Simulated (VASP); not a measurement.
Write the native input for VASP 6.6.1 that does the following.

```yaml
Task: single point
Functional: PBE
Potentials_or_basis: VASP PAW PBE potentials, release 64 (Te, Mo_sv)
Cutoff: 520 eV
k_mesh: 10 × 10 × 2
Occupations: gaussian, width 0.05 eV
Spin: collinear spin
Starting_moments: "[0.0, 0.0, 0.0, 0.0, 2.0, 2.0] μB"
Dipole_correction: no
Further_INCAR_settings: ALGO = Normal; EDIFF = 1e-06; NBANDS = 39
```

The structure of Te2Mo lies in POSCAR:

```
Te2Mo
1.0
    3.5565664135      0.0000000000      0.0000000000
   -1.7782832068      3.0800768643      0.0000000000
    0.0000000000      0.0000000000     15.3398765745
Te Mo
4 2
Direct
    0.3333333333      0.6666666667      0.6321297193
    0.6666666667      0.3333333333      0.1321297193
    0.3333333333      0.6666666667      0.8678702807
    0.6666666667      0.3333333333      0.3678702807
    0.3333333333      0.6666666667      0.2500000000
    0.6666666667      0.3333333333      0.7500000000
```

The input as run:

INCAR

```
ALGO = Normal
EDIFF = 1E-6
ENCUT = 520
GGA = PE
ISIF = 2
ISMEAR = 0
ISPIN = 2
LASPH = T
LCHARG = F
LMAXMIX = 4
LORBIT = 11
LREAL = F
LWAVE = F
MAGMOM = 0 0 0 0 2 2
NBANDS = 39
NELM = 150
PREC = Accurate
SIGMA = 0.05
```

KPOINTS

```
k-points
0
Gamma
  10 10 2
```

Potentials or basis: VASP PAW PBE potentials, release 64 (Te, Mo_sv).

Command:

```sh
$ cat potpaw_PBE.64/Te/POTCAR potpaw_PBE.64/Mo_sv/POTCAR > POTCAR
$ mpirun -np 1 vasp_std > vasp.out
```

Results of the run:

```
Pressure                                              : 0.0 GPa
Largest force                                         : 0.012 eV/Å
Band gap on the k mesh                                : 1.05 eV (least direct gap 1.18 eV)
Net moment                                            : 0.00 μB per cell
Valence electrons inside the program's atomic spheres : Te 3.41; Mo 12.35
```

Caveat: spin-orbit coupling is left out, which moves the levels of the heavy elements; this functional lacks dispersion, which binds layers or chains, so the pressure and a relaxed spacing across them are unreliable.

Run time: 8.7 min on 1 thread of Intel(R) Xeon(R) Platinum 8259CL CPU @ 2.50GHz (Skylake/Cascade Lake), on a shared host, peak memory 0.52 GiB.
